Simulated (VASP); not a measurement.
# CdTe (zincblende type) (F-43m) in VASP: a series of runs

Runs on CdTe (zincblende type). Level: PBE. Tasks: single point, relaxation of cell and atoms.

Everything below comes from runs of VASP 6.6.1. Logs are shortened: lines on timing, memory, paths and dates and some standing lists are left out, and cuts for length are marked.

## (1) The cell of the first run

It takes space group F-43m (No. 216, cubic). Conventional cell: a = 6.420 Å, b = 6.420 Å, c = 6.420 Å, α = 90.00°, β = 90.00°, γ = 90.00°. Within 3.7 Å of Cd (site symmetry -43m) lie 4 Te at 2.78 Å. Within 3.7 Å of Te (site symmetry -43m) lie 4 Cd at 2.78 Å.

## (2) Single point, PBE

INCAR

```
SYSTEM = CdTe
ALGO     = Normal         ! electronic algorithm
EDIFF    = 1E-6           ! SCF threshold, eV
ENCUT    = 520            ! plane-wave cutoff, eV
GGA      = PE             ! functional
ISIF     = 2              ! what is computed and relaxed
ISMEAR   = -1             ! smearing method
LASPH    = .True.         ! aspherical terms in the spheres
LCHARG   = .False.        ! write CHGCAR
LREAL    = .False.        ! projectors in reciprocal space
LWAVE    = .False.        ! write WAVECAR
NBANDS   = 16             ! bands
NELM     = 60             ! most SCF steps
PREC     = Accurate       ! precision mode
SIGMA    = 0.05           ! smearing width, eV
```

KPOINTS

```
k-points
0
Gamma
  11 11 11
  0 0 0
```

POSCAR

```
CdTe
1.0
    0.0000000000      3.2101382736      3.2101382736
    3.2101382736      0.0000000000      3.2101382736
    3.2101382736      3.2101382736      0.0000000000
Cd Te
1 1
Direct
    0.0000000000      0.0000000000      0.0000000000
    0.2500000000      0.2500000000      0.2500000000
```

Potentials or basis: VASP PAW PBE potentials, release 64 (Cd, Te).

On the command line:

```bash
> cat potpaw_PBE.64/Cd/POTCAR potpaw_PBE.64/Te/POTCAR > POTCAR
> mpirun -np 1 vasp_std > vasp.out
```

OUTCAR:

```text
SYSTEM = CdTe
   EDIFF = 1E-6
   ENCUT = 520
   GGA = PE
   ISIF = 2
   ISMEAR = -1
   LASPH = .True.
   LREAL = .False.
   NELM = 60
   PREC = Accurate

 ion  position               nearest neighbor table
   1  0.000  0.000  0.000-   2 2.78   2 2.78   2 2.78   2 2.78
   2  0.250  0.250  0.250-   1 2.78   1 2.78   1 2.78   1 2.78

  LATTYP: Found a face centered cubic cell.
 ALAT       =     6.4202765472

  Lattice vectors:

 A1 = (   0.0000000000,   3.2101382736,   3.2101382736)
 A2 = (   3.2101382736,   0.0000000000,   3.2101382736)
 A3 = (   3.2101382736,   3.2101382736,   0.0000000000)

Analysis of symmetry for initial positions (statically):
=====================================================================
 Subroutine PRICEL returns:
 Original cell was already a primitive cell.

 Routine SETGRP: Setting up the symmetry group for a
 face centered cubic supercell.

 Subroutine GETGRP returns: Found 24 space group operations
 (whereof 24 operations were pure point group operations)
 out of a pool of 48 trial point group operations.

The static configuration has the point symmetry T_d .

Analysis of symmetry for dynamics (positions and initial velocities):
=====================================================================
 Subroutine PRICEL returns:
 Original cell was already a primitive cell.

 Routine SETGRP: Setting up the symmetry group for a
 face centered cubic supercell.

 Subroutine GETGRP returns: Found 24 space group operations
 (whereof 24 operations were pure point group operations)
 out of a pool of 48 trial point group operations.

The dynamic configuration has the point symmetry T_d .

 Subroutine INISYM returns: Found 24 space group operations
 (whereof 24 operations are pure point group operations),
 and found     1 'primitive' translations

----------------------------------------------------------------------------------------

                                     Primitive cell

  volume of cell :      66.1609

  direct lattice vectors                    reciprocal lattice vectors
     0.000000000  3.210138274  3.210138274    -0.155756531  0.155756531  0.155756531
     3.210138274  0.000000000  3.210138274     0.155756531 -0.155756531  0.155756531
     3.210138274  3.210138274  0.000000000     0.155756531  0.155756531 -0.155756531

  length of vectors
     4.539821084  4.539821084  4.539821084     0.269778224  0.269778224  0.269778224

  position of ions in fractional coordinates (direct lattice)
     0.000000000  0.000000000  0.000000000
     0.250000000  0.250000000  0.250000000

  ion indices of the primitive-cell ions
   primitive index   ion index
                 1           1
                 2           2

----------------------------------------------------------------------------------------

 KPOINTS: k-points

Automatic generation of k-mesh.
 Grid dimensions read from file:
 generate k-points for:   11   11   11

 Generating k-lattice:

  Cartesian coordinates                     Fractional coordinates (reciprocal lattice)
    -0.014159685  0.014159685  0.014159685     0.090909091  0.000000000  0.000000000
     0.014159685 -0.014159685  0.014159685     0.000000000  0.090909091  0.000000000
     0.014159685  0.014159685 -0.014159685     0.000000000  0.000000000  0.090909091

  Length of vectors
     0.024525293  0.024525293  0.024525293

  Shift w.r.t. Gamma in fractional coordinates (k-lattice)
     0.000000000  0.000000000  0.000000000

 Subroutine IBZKPT returns following result:
 ===========================================

 Found     56 irreducible k-points:

 Following reciprocal coordinates:
            Coordinates               Weight
  0.000000  0.000000  0.000000      1.000000
  0.090909  0.000000  0.000000      8.000000
  0.181818  0.000000  0.000000      8.000000
  0.272727  0.000000  0.000000      8.000000
  0.363636  0.000000  0.000000      8.000000
  0.454545  0.000000  0.000000      8.000000
[... 16 lines left out ...]
 -0.272727  0.181818  0.000000     24.000000
 -0.181818  0.181818  0.000000     12.000000
 [... further k-points ...]
   k-points           NKPTS =     56   k-points in BZ     NKDIM =     56   number of bands    NBANDS=     16
   number of dos      NEDOS =    301   number of ions     NIONS =      2
   total plane-waves  NPLWV =  46656
   dimension x,y,z NGX =    36 NGY =   36 NGZ =   36
   dimension x,y,z NGXF=    72 NGYF=   72 NGZF=   72
   ions per type =               1   1
   NGX,Y,Z   is equivalent  to a cutoff of  13.18, 13.18, 13.18 a.u.
   NGXF,Y,Z  is equivalent  to a cutoff of  26.37, 26.37, 26.37 a.u.
 SYSTEM =  CdTe
   PREC   = accura    normal or accurate (medium, high low for compatibility)
   ISTART =      0    job   : 0-new  1-cont  2-samecut
   ICHARG =      2    charge: 1-file 2-atom 10-const
   ISPIN  =      1    spin polarized calculation?
   LNONCOLLINEAR =      F non collinear calculations
   LSORBIT =      F    spin-orbit coupling
   LASPH  =      T    aspherical Exc in radial PAW
   ENCUT  =  520.0 eV  38.22 Ry    6.18 a.u.   8.44  8.44  8.44*2*pi/ulx,y,z
   NELM   =     60;   NELMIN=  2; NELMDL= -5     # of ELM steps
   EDIFF  = 0.1E-05   stopping-criterion for ELM
   LREAL  =      F    real-space projection
   EDIFFG = 0.1E-04   stopping-criterion for IOM
   NSW    =      0    number of steps for IOM
   IBRION =     -1    ionic relax: 0-MD 1-quasi-New 2-CG
   NFREE  =      0    steps in history (QN), initial steepest desc. (CG)
   ISIF   =      2    stress and relaxation
   ISYM   =      2    0-nonsym 1-usesym 2-fastsym
   POTIM  = 0.5000    time-step for ionic-motion
   TEBEG  =    0.0;   TEEND  =   0.0 temperature during run
   PSTRESS=    0.0 pullay stress
   NELECT =      18.0000    total number of electrons
   NUPDOWN=      -1.0000    fix difference up-down
   EMIN   =  10.00;   EMAX   =-10.00  energy-range for DOS
   EFERMI =   0.00;   METHOD = LEGACY
   ISMEAR =    -1;   SIGMA  =   0.05  broadening in eV -4-tet -1-fermi 0-gaus
   EFERMI_NEDOS =   21; number of points for ismear=-14 and -15
   IALGO  =     38    algorithm
   IMIX   =      4    mixing-type and parameters
     AMIX     =   0.40;   BMIX     =  1.00
     AMIX_MAG =   1.60;   BMIX_MAG =  1.00
  volume/ion in A,a.u.               =      33.08       223.24
  Fermi-wavevector in a.u.,A,eV,Ry     =   1.060796  2.004614 15.310479  1.125288
  Thomas-Fermi vector in A             =   2.196190
   LORBIT       =      0    0 simple, 1 ext, 2 COOP (PROOUT), +10 PAW based schemes
   GGA     = PE    functional components
   LHFCALC =     F    Hartree Fock is set to
   AEXX    =    0.0000 exact exchange contribution
   IVDW    =     0    specifies the selected vdW correction
   LEPSILON=     F    determine dielectric tensor
   LRPA    =     F    only Hartree local field effects (RPA)
 non-spin polarized calculation
  energy-cutoff  :      520.00
  volume of cell :       66.16
 maximum number of plane-waves:      1807
 NGX is ok and might be reduce to    36
   NGX = 17   NGY = 17   NGZ = 17

 number of electron      17.9999994 magnetization

 Free energy of the ion-electron system (eV)
  ---------------------------------------------------
  ext. energy  EPLUGINS =         0.00000000
  ---------------------------------------------------
  free energy    TOTEN  =        -4.73604795 eV

  energy without entropy =       -4.73604714  energy(sigma->0) =       -4.73604755

 E-fermi :   3.0894     XC(G=0):  -8.7113

 val. band max:        2.6076789159   @ k =   0.0000   0.0000   0.0000
 cond. band min:       3.4666254634   @ k =   0.0000   0.0000   0.0000
 fundamental gap:      0.8589465475
 Fermi energy:         3.0894203134

 k-point     1 :       0.0000    0.0000    0.0000
  band No.  band energies     occupation
      1      -8.7320      2.00000
      2      -5.7788      2.00000
      3      -5.7788      2.00000
      4      -5.7788      2.00000
      5      -5.4966      2.00000
      6      -5.4966      2.00000
[... 8 lines left out ...]
     15      12.0151      0.00000
     16      12.0151      0.00000

 k-point     2 :       0.0909    0.0000    0.0000
  band No.  band energies     occupation
      1      -8.6984      2.00000
      2      -5.7722      2.00000
      3      -5.7722      2.00000
      4      -5.7546      2.00000
      5      -5.4972      2.00000
      6      -5.4972      2.00000
[... 8 lines left out ...]
     15      11.4805      0.00000
     16      11.4805      0.00000

 k-point     3 :       0.1818    0.0000    0.0000
  band No.  band energies     occupation
      1      -8.6076      2.00000
      2      -5.7553      2.00000
      3      -5.7553      2.00000
      4      -5.6752      2.00000
      5      -5.4980      2.00000
      6      -5.4980      2.00000
[... 8 lines left out ...]
     15      11.0592      0.00000
     16      11.0977      0.00000

 k-point     4 :       0.2727    0.0000    0.0000
  band No.  band energies     occupation
      1      -8.4887      2.00000
      2      -5.7352      2.00000
      3      -5.7352      2.00000
      4      -5.5285      2.00000
      5      -5.4965      2.00000
      6      -5.4965      2.00000
[... 8 lines left out ...]
     15      11.1498      0.00000
     16      11.1498      0.00000
[... 324 lines left out ...]
 k-point    22 :      -0.3636    0.1818    0.0000
  band No.  band energies     occupation
      1      -8.2818      2.00000
      2      -5.6921      2.00000
      3      -5.6874      2.00000
      4      -5.5023      2.00000
      5      -5.4973      2.00000
      6      -5.1112      2.00000
[... 8 lines left out ...]
     15      11.6210      0.00000
     16      12.7896      0.00000

 k-point    23 :      -0.2727    0.1818    0.0000
  band No.  band energies     occupation
      1      -8.3512      2.00000
      2      -5.7055      2.00000
      3      -5.6988      2.00000
      4      -5.5058      2.00000
      5      -5.5035      2.00000
      6      -5.2917      2.00000
[... 8 lines left out ...]
     15      12.2194      0.00000
     16      13.4187      0.00000

 k-point    24 :      -0.1818    0.1818    0.0000
  band No.  band energies     occupation
      1      -8.4496      2.00000
      2      -5.7281      2.00000
      3      -5.7135      2.00000
      4      -5.5302      2.00000
      5      -5.5079      2.00000
      6      -5.4494      2.00000
[... 8 lines left out ...]
     15      11.9282      0.00000
     16      12.6792      0.00000

 [... further k-points ...]

------------------------ aborting loop because EDIFF is reached ----------------------------------------

  FORCE on cell =-STRESS in cart. coord.  units (eV):
  Direction    XX          YY          ZZ          XY          YZ          ZX
  --------------------------------------------------------------------------------------
  -------------------------------------------------------------------------------------
  Total        1.7060185      1.7060185      1.7060185     -0.0000000      0.0000000      0.0000000
  in kB       41.3136056     41.3136056     41.3136056     -0.0000000      0.0000000      0.0000000
  external PRESSURE =      41.3136056 kB  Pullay stress =       0.0000000 kB

 VOLUME and BASIS-vectors are now :
 -----------------------------------------------------------------------------
  energy-cutoff  :      520.00
  volume of cell :       66.16
      direct lattice vectors                 reciprocal lattice vectors
     0.000000000  3.210138274  3.210138274    -0.155756531  0.155756531  0.155756531
     3.210138274  0.000000000  3.210138274     0.155756531 -0.155756531  0.155756531
     3.210138274  3.210138274  0.000000000     0.155756531  0.155756531 -0.155756531

 POSITION                                       TOTAL-FORCE (eV/Angst)
 -----------------------------------------------------------------------------------
      0.00000      0.00000      0.00000        -0.000000     -0.000000     -0.000000
      1.60507      1.60507      1.60507         0.000000      0.000000      0.000000
 -----------------------------------------------------------------------------------
    total drift:                               -0.000000     -0.000000     -0.000000

  FREE ENERGIE OF THE ION-ELECTRON SYSTEM (eV)
  ---------------------------------------------------
  free  energy   TOTEN  =        -4.7360479528 eV

  energy  without entropy=       -4.7360471415  energy(sigma->0) =       -4.73604755
```

Wall time 41 s (1 thread of Intel Xeon Platinum 8259CL at 2.50GHz (Skylake/Cascade Lake), shared host); peak memory 0.23 GiB.

Results:

| Quantity | Value |
| --- | --- |
| Free energy | -4.7360 eV |
| Pressure | 4.1 GPa |
| Band gap on the k mesh | 0.86 eV, direct |

Caveat: spin-orbit coupling is left out, which moves the levels of the heavy elements.

## (3) Relaxation of cell and atoms, PBE, target pressure 4 GPa, at which the enthalpy is minimised

This run uses another cell than the first one, of 31.26 Å³/atom, 0.945 times its volume.

INCAR

```
PREC = Accurate
ENCUT = 600
EDIFF = 1E-6
ISMEAR = -1
SIGMA = 0.05
LREAL = False
LASPH = True
NELM = 60
ALGO = Normal
ISIF = 3
LWAVE = False
LCHARG = False
GGA = PE
IBRION = 2
NSW = 60
EDIFFG = -0.005
PSTRESS = 40.0
```

KPOINTS

```
Automatic mesh
0
Gamma
  11 11 11
```

POSCAR

```
CdTe
1.0
    0.0000000000      3.1500513094      3.1500513094
    3.1500513094      0.0000000000      3.1500513094
    3.1500513094      3.1500513094      0.0000000000
Cd Te
1 1
Direct
    0.0000000000      0.0000000000      0.0000000000
    0.2500000000      0.2500000000      0.2500000000
```

Potentials or basis: VASP PAW PBE potentials, release 64 (Cd, Te).

On the command line:

```bash
> cat potpaw_PBE.64/Cd/POTCAR potpaw_PBE.64/Te/POTCAR > POTCAR
> mpirun -np 1 vasp_std > vasp.out
```

OUTCAR:

```text
PREC = Accurate
   ENCUT = 600
   EDIFF = 1E-6
   ISMEAR = -1
   LREAL = False
   LASPH = True
   NELM = 60
   ISIF = 3
   GGA = PE
   IBRION = 2
   NSW = 60
   EDIFFG = -0.005
   PSTRESS = 40.0

 ion  position               nearest neighbor table
   1  0.000  0.000  0.000-   2 2.73   2 2.73   2 2.73   2 2.73
   2  0.250  0.250  0.250-   1 2.73   1 2.73   1 2.73   1 2.73

  LATTYP: Found a face centered cubic cell.
 ALAT       =     6.3001026188

  Lattice vectors:

 A1 = (   0.0000000000,   3.1500513094,   3.1500513094)
 A2 = (   3.1500513094,   0.0000000000,   3.1500513094)
 A3 = (   3.1500513094,   3.1500513094,   0.0000000000)

Analysis of symmetry for initial positions (statically):
=====================================================================
[... 257 lines left out ...]

 E-fermi :   3.0691     XC(G=0):  -8.7019

 val. band max:        2.5901779148   @ k =   0.0000   0.0000   0.0000
 cond. band min:       3.4432029112   @ k =   0.0000   0.0000   0.0000
 fundamental gap:      0.8530249964
 Fermi energy:         3.0690793996

 k-point     1 :       0.0000    0.0000    0.0000
  band No.  band energies     occupation
      1      -8.7377      2.00000
      2      -5.7906      2.00000
      3      -5.7906      2.00000
      4      -5.7906      2.00000
      5      -5.5099      2.00000
      6      -5.5099      2.00000
      7       2.5902      1.99986
      8       2.5902      1.99986
      9       2.5902      1.99986
     10       3.4432      0.00113
     11       7.1732      0.00000
     12       7.1732      0.00000
     13       7.1732      0.00000
[... 354 lines left out ...]
  band No.  band energies     occupation
      1      -8.4566      2.00000
      2      -5.7402      2.00000
      3      -5.7256      2.00000
      4      -5.5428      2.00000
      5      -5.5211      2.00000
      6      -5.4626      2.00000
      7      -0.4170      2.00000
      8       1.0896      2.00000
      9       2.1481      2.00000
     10       5.4511      0.00000
     11       7.4418      0.00000
     12       7.8610      0.00000
     13       8.0592      0.00000

 [... further k-points ...]
[... 5 lines left out ...]
  --------------------------------------------------------------------------------------
  -------------------------------------------------------------------------------------
  Total        1.6536199      1.6536199      1.6536199      0.0000000      0.0000000      0.0000000
  in kB       39.9679834     39.9679834     39.9679834      0.0000000      0.0000000      0.0000000
  external PRESSURE =      -0.0320166 kB  Pullay stress =      40.0000000 kB
[... 21 lines left out ...]
  energy  without entropy=       -4.7380753045  energy(sigma->0) =       -4.73807573

  enthalpy is  TOTEN    =        -3.0831315810 eV   P V=        1.6549445814

 reached required accuracy - stopping structural energy minimisation
```

OSZICAR:

```text
N       E                     dE             d eps       ncg     rms          rms(c)
DAV:   1     0.112199640926E+03    0.11220E+03   -0.92152E+03  1480   0.136E+03
DAV:   2    -0.366478263501E+00   -0.11257E+03   -0.10813E+03  1601   0.295E+02
DAV:   3    -0.479068042001E+01   -0.44242E+01   -0.44134E+01  1766   0.606E+01
[... 27 lines left out ...]
DAV:   4    -0.473815686736E+01    0.30779E-02   -0.63953E-03  1571   0.680E-01    0.178E-01
DAV:   5    -0.473804851680E+01    0.10835E-03   -0.61503E-04  1576   0.332E-01    0.136E-01
DAV:   6    -0.473808117580E+01   -0.32659E-04   -0.21337E-04  1539   0.157E-01    0.443E-02
DAV:   7    -0.473807430153E+01    0.68743E-05   -0.99283E-06  1651   0.356E-02    0.118E-02
DAV:   8    -0.473807607401E+01   -0.17725E-05   -0.33864E-06  1593   0.140E-02    0.175E-03
DAV:   9    -0.473807616243E+01   -0.88424E-07   -0.16071E-07   928   0.571E-03
   3 F= -.30831316E+01 E0= -.30831312E+01  d E =-.393814E-01
```

Run time: 88 s. Hardware: 1 thread of Intel Xeon 6975P-C, shared host; peak memory 0.26 GiB.

What came out:

```
Free energy                                            : -4.7381 eV
Relaxed volume                                         : 33.14 Å³/atom
Relaxed cell                                           : a = 4.543 Å, b = 4.543 Å, c = 4.543 Å, α = 60.00°, β = 60.00°, γ = 60.00°
Space group after relaxing (to 0.05 Å)                 : F-43m (No. 216)
Energy change on relaxing (the enthalpy is what falls) : -66.8 meV/atom
Ionic steps                                            : 3
Pressure after relaxing                                : 4.0 GPa
Band gap on the k mesh                                 : 0.85 eV, direct
```

Step by step:
```tsv
step	energy change (eV)	largest force (eV/Å)	pressure (GPa)	volume (Å³)
1	0.0000	0.0000	7.53	62.51
2	-0.1835	0.0000	2.08	68.95
3	-0.1336	0.0000	4.00	66.29
```

Final structure:
```yaml
crystal:
  lattice:
    - [0.00000, 3.21219, 3.21219]
    - [3.21219, 0.00000, 3.21219]
    - [3.21219, 3.21219, 0.00000]
  atoms:
    - { symbol: Cd, position: [0.00000, 0.00000, 0.00000] }
    - { symbol: Te, position: [0.25000, 0.25000, 0.25000] }
```

Caveat: the cell is relaxed towards a set pressure, so the enthalpy falls and the energy may rise; spin-orbit coupling is left out, which moves the levels of the heavy elements.
